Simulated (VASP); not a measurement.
# Si (Fd-3m) in VASP: a series of runs

Runs on Si. Level: LDA. Tasks: single point, relaxation of cell and atoms.

All numbers are computed with VASP 6.6.1; they aren't measurements. Logs are shortened: lines on timing, memory, paths and dates and some standing lists are left out, and cuts for length are marked.

### Step 1. The cell of the first run

The structure is cubic, space group Fd-3m (No. 227). Conventional cell: a = 5.402 Å, b = 5.402 Å, c = 5.402 Å, α = 90.00°, β = 90.00°, γ = 90.00°. Si (site symmetry -43m) has 4 Si at 2.34 Å within 3.1 Å.

### Step 2. Single point, LDA

Input file INCAR:

```
SYSTEM = Si
ALGO = Normal
EDIFF = 1E-6
ENCUT = 520
ISIF = 2
ISMEAR = 0
LASPH = .True.
LCHARG = .False.
LREAL = .False.
LWAVE = .False.
NBANDS = 11
NELM = 60
PREC = Accurate
SIGMA = 0.01
```

Input file KPOINTS:

```
k-points
0
Gamma
  10 10 10
  0 0 0
```

Input file POSCAR:

```
Si
1.0
    0.0000000000      2.7009890248      2.7009890248
    2.7009890248      0.0000000000      2.7009890248
    2.7009890248      2.7009890248      0.0000000000
Si
2
Direct
    0.7500000000      0.7500000000      0.7500000000
    0.5000000000      0.5000000000      0.5000000000
```

Potentials or basis: VASP PAW LDA potentials, release 64 (Si).

On the command line:

```
$ cat potpaw_LDA.64/Si/POTCAR > POTCAR
$ mpirun -np 1 vasp_std > vasp.out
```

OUTCAR:

```text
SYSTEM = Si
   EDIFF = 1E-6
   ENCUT = 520
   ISIF = 2
   ISMEAR = 0
   LASPH = .True.
   LREAL = .False.
   NELM = 60
   PREC = Accurate

 ion  position               nearest neighbor table
   1  0.750  0.750  0.750-   2 2.34   2 2.34   2 2.34   2 2.34
   2  0.500  0.500  0.500-   1 2.34   1 2.34   1 2.34   1 2.34

  LATTYP: Found a face centered cubic cell.
 ALAT       =     5.4019780496

  Lattice vectors:

 A1 = (   0.0000000000,   2.7009890248,   2.7009890248)
 A2 = (   2.7009890248,   0.0000000000,   2.7009890248)
 A3 = (   2.7009890248,   2.7009890248,   0.0000000000)

Analysis of symmetry for initial positions (statically):
=====================================================================
 Subroutine PRICEL returns:
 Original cell was already a primitive cell.

 Routine SETGRP: Setting up the symmetry group for a
 face centered cubic supercell.

 Subroutine GETGRP returns: Found 48 space group operations
 (whereof 24 operations were pure point group operations)
 out of a pool of 48 trial point group operations.

The static configuration has the point symmetry T_d .
 The point group associated with its full space group is O_h .

Analysis of symmetry for dynamics (positions and initial velocities):
=====================================================================
 Subroutine PRICEL returns:
 Original cell was already a primitive cell.

 Routine SETGRP: Setting up the symmetry group for a
 face centered cubic supercell.

 Subroutine GETGRP returns: Found 48 space group operations
 (whereof 24 operations were pure point group operations)
 out of a pool of 48 trial point group operations.

The dynamic configuration has the point symmetry T_d .
 The point group associated with its full space group is O_h .

 Subroutine INISYM returns: Found 48 space group operations
 (whereof 24 operations are pure point group operations),
 and found     1 'primitive' translations

----------------------------------------------------------------------------------------

                                     Primitive cell

  volume of cell :      39.4093

  direct lattice vectors                    reciprocal lattice vectors
     0.000000000  2.700989025  2.700989025    -0.185117376  0.185117376  0.185117376
     2.700989025  0.000000000  2.700989025     0.185117376 -0.185117376  0.185117376
     2.700989025  2.700989025  0.000000000     0.185117376  0.185117376 -0.185117376

  length of vectors
     3.819775311  3.819775311  3.819775311     0.320632700  0.320632700  0.320632700

  position of ions in fractional coordinates (direct lattice)
     0.750000000  0.750000000  0.750000000
     0.500000000  0.500000000  0.500000000

  ion indices of the primitive-cell ions
   primitive index   ion index
                 1           1
                 2           2

----------------------------------------------------------------------------------------

 KPOINTS: k-points

Automatic generation of k-mesh.
 Grid dimensions read from file:
 generate k-points for:   10   10   10

 Generating k-lattice:

  Cartesian coordinates                     Fractional coordinates (reciprocal lattice)
    -0.018511738  0.018511738  0.018511738     0.100000000  0.000000000  0.000000000
     0.018511738 -0.018511738  0.018511738     0.000000000  0.100000000  0.000000000
     0.018511738  0.018511738 -0.018511738     0.000000000  0.000000000  0.100000000

  Length of vectors
     0.032063270  0.032063270  0.032063270

  Shift w.r.t. Gamma in fractional coordinates (k-lattice)
     0.000000000  0.000000000  0.000000000

 Subroutine IBZKPT returns following result:
 ===========================================

 Found     47 irreducible k-points:

 Following reciprocal coordinates:
            Coordinates               Weight
  0.000000  0.000000  0.000000      1.000000
  0.100000  0.000000  0.000000      8.000000
  0.200000  0.000000  0.000000      8.000000
  0.300000  0.000000  0.000000      8.000000
  0.400000  0.000000  0.000000      8.000000
  0.500000  0.000000  0.000000      4.000000
[... 16 lines left out ...]
  0.300000  0.300000  0.000000      6.000000
  0.400000  0.300000  0.000000     24.000000
 [... further k-points ...]
   k-points           NKPTS =     47   k-points in BZ     NKDIM =     47   number of bands    NBANDS=     11
   number of dos      NEDOS =    301   number of ions     NIONS =      2
   total plane-waves  NPLWV =  21952
   dimension x,y,z NGX =    28 NGY =   28 NGZ =   28
   dimension x,y,z NGXF=    56 NGYF=   56 NGZF=   56
   ions per type =               2
   NGX,Y,Z   is equivalent  to a cutoff of  12.19, 12.19, 12.19 a.u.
   NGXF,Y,Z  is equivalent  to a cutoff of  24.37, 24.37, 24.37 a.u.
 SYSTEM =  Si
   PREC   = accura    normal or accurate (medium, high low for compatibility)
   ISTART =      0    job   : 0-new  1-cont  2-samecut
   ICHARG =      2    charge: 1-file 2-atom 10-const
   ISPIN  =      1    spin polarized calculation?
   LNONCOLLINEAR =      F non collinear calculations
   LSORBIT =      F    spin-orbit coupling
   LASPH  =      T    aspherical Exc in radial PAW
   ENCUT  =  520.0 eV  38.22 Ry    6.18 a.u.   7.10  7.10  7.10*2*pi/ulx,y,z
   NELM   =     60;   NELMIN=  2; NELMDL= -5     # of ELM steps
   EDIFF  = 0.1E-05   stopping-criterion for ELM
   LREAL  =      F    real-space projection
   EDIFFG = 0.1E-04   stopping-criterion for IOM
   NSW    =      0    number of steps for IOM
   IBRION =     -1    ionic relax: 0-MD 1-quasi-New 2-CG
   NFREE  =      0    steps in history (QN), initial steepest desc. (CG)
   ISIF   =      2    stress and relaxation
   ISYM   =      2    0-nonsym 1-usesym 2-fastsym
   POTIM  = 0.5000    time-step for ionic-motion
   TEBEG  =    0.0;   TEEND  =   0.0 temperature during run
   PSTRESS=    0.0 pullay stress
   NELECT =       8.0000    total number of electrons
   NUPDOWN=      -1.0000    fix difference up-down
   EMIN   =  10.00;   EMAX   =-10.00  energy-range for DOS
   EFERMI =   0.00;   METHOD = LEGACY
   ISMEAR =     0;   SIGMA  =   0.01  broadening in eV -4-tet -1-fermi 0-gaus
   EFERMI_NEDOS =   21; number of points for ismear=-14 and -15
   IALGO  =     38    algorithm
   IMIX   =      4    mixing-type and parameters
     AMIX     =   0.40;   BMIX     =  1.00
     AMIX_MAG =   1.60;   BMIX_MAG =  1.00
  volume/ion in A,a.u.               =      19.70       132.97
  Fermi-wavevector in a.u.,A,eV,Ry     =   0.962141  1.818183 12.595119  0.925715
  Thomas-Fermi vector in A             =   2.091574
   LORBIT       =      0    0 simple, 1 ext, 2 COOP (PROOUT), +10 PAW based schemes
   GGA     = CA    functional components
   LHFCALC =     F    Hartree Fock is set to
   AEXX    =    0.0000 exact exchange contribution
   IVDW    =     0    specifies the selected vdW correction
   LEPSILON=     F    determine dielectric tensor
   LRPA    =     F    only Hartree local field effects (RPA)
 non-spin polarized calculation
 Gauss-broadening in eV      SIGMA  =   0.01
  energy-cutoff  :      520.00
  volume of cell :       39.41
 maximum number of plane-waves:      1073
   NGX = 15   NGY = 15   NGZ = 15

 number of electron       8.0000001 magnetization

 Free energy of the ion-electron system (eV)
  ---------------------------------------------------
  ext. energy  EPLUGINS =         0.00000000
  ---------------------------------------------------
  free energy    TOTEN  =       -11.91908198 eV

  energy without entropy =      -11.91908198  energy(sigma->0) =      -11.91908198

 E-fermi :   6.0152     XC(G=0):  -9.6656

 val. band max:        5.9332864733   @ k =   0.0000   0.0000   0.0000
 cond. band min:       6.3858827362   @ k =   0.4000   0.4000   0.0000
 fundamental gap:      0.4525962629
 Fermi energy:         6.0152112444

 k-point     1 :       0.0000    0.0000    0.0000
  band No.  band energies     occupation
      1      -6.1332      2.00000
      2       5.9333      2.00000
      3       5.9333      2.00000
      4       5.9333      2.00000
      5       8.4641      0.00000
      6       8.4641      0.00000
      7       8.4641      0.00000
      8       9.3253      0.00000
      9      13.6692      0.00000
     10      13.6692      0.00000
     11      13.6786      0.00000

 k-point     2 :       0.1000    0.0000    0.0000
  band No.  band energies     occupation
      1      -6.0004      2.00000
      2       4.7745      2.00000
      3       5.7310      2.00000
      4       5.7310      2.00000
      5       8.4756      0.00000
      6       8.7610      0.00000
      7       8.7610      0.00000
      8      10.2384      0.00000
      9      13.2904      0.00000
     10      13.2904      0.00000
     11      14.2357      0.00000

 k-point     3 :       0.2000    0.0000    0.0000
  band No.  band energies     occupation
      1      -5.6083      2.00000
      2       2.8907      2.00000
      3       5.3457      2.00000
      4       5.3457      2.00000
      5       8.1125      0.00000
      6       9.2712      0.00000
      7       9.2712      0.00000
      8      11.9803      0.00000
      9      12.9572      0.00000
     10      12.9572      0.00000
     11      14.9140      0.00000
[... 267 lines left out ...]
 k-point    23 :       0.3000    0.3000    0.0000
  band No.  band energies     occupation
      1      -4.5623      2.00000
      2       1.5066      2.00000
      3       3.6680      2.00000
      4       3.6680      2.00000
      5       6.6826      0.00000
      6       8.2298      0.00000
      7      12.5832      0.00000
      8      12.5832      0.00000
      9      15.0830      0.00000
     10      15.4235      0.00000
     11      18.2749      0.00000

 k-point    24 :       0.4000    0.3000    0.0000
  band No.  band energies     occupation
      1      -3.9402      2.00000
      2       0.4910      2.00000
      3       3.0191      2.00000
      4       3.4614      2.00000
      5       6.8708      0.00000
      6       8.0651      0.00000
      7      12.8830      0.00000
      8      12.9983      0.00000
      9      16.4390      0.00000
     10      16.7240      0.00000
     11      18.0317      0.00000

 [... further k-points ...]

------------------------ aborting loop because EDIFF is reached ----------------------------------------

  FORCE on cell =-STRESS in cart. coord.  units (eV):
  Direction    XX          YY          ZZ          XY          YZ          ZX
  --------------------------------------------------------------------------------------
  -------------------------------------------------------------------------------------
  Total        0.0113084      0.0113084      0.0113084      0.0000000      0.0000000      0.0000000
  in kB        0.4597406      0.4597406      0.4597406      0.0000000      0.0000000      0.0000000
  external PRESSURE =       0.4597406 kB  Pullay stress =       0.0000000 kB

 VOLUME and BASIS-vectors are now :
 -----------------------------------------------------------------------------
  energy-cutoff  :      520.00
  volume of cell :       39.41
      direct lattice vectors                 reciprocal lattice vectors
     0.000000000  2.700989025  2.700989025    -0.185117376  0.185117376  0.185117376
     2.700989025  0.000000000  2.700989025     0.185117376 -0.185117376  0.185117376
     2.700989025  2.700989025  0.000000000     0.185117376  0.185117376 -0.185117376

 POSITION                                       TOTAL-FORCE (eV/Angst)
 -----------------------------------------------------------------------------------
      4.05148      4.05148      4.05148         0.000000      0.000000      0.000000
      2.70099      2.70099      2.70099        -0.000000     -0.000000     -0.000000
 -----------------------------------------------------------------------------------
    total drift:                                0.000000      0.000000     -0.000000

  FREE ENERGIE OF THE ION-ELECTRON SYSTEM (eV)
  ---------------------------------------------------
  free  energy   TOTEN  =       -11.9190819812 eV

  energy  without entropy=      -11.9190819812  energy(sigma->0) =      -11.91908198
```

Wall time 10 s (1 thread of Intel Xeon Platinum 8488C (Sapphire Rapids), shared host); peak memory 0.13 GiB.

Results:

| Quantity | Value |
| --- | --- |
| Free energy | -11.9191 eV |
| Pressure | 0.0 GPa |
| Band gap on the k mesh | 0.45 eV (least direct gap 2.53 eV) |

Caveat: semilocal functionals underestimate gaps, and a narrow one can read as zero. A k mesh can miss the band edges.

(Part 1 of 2 ends here.)
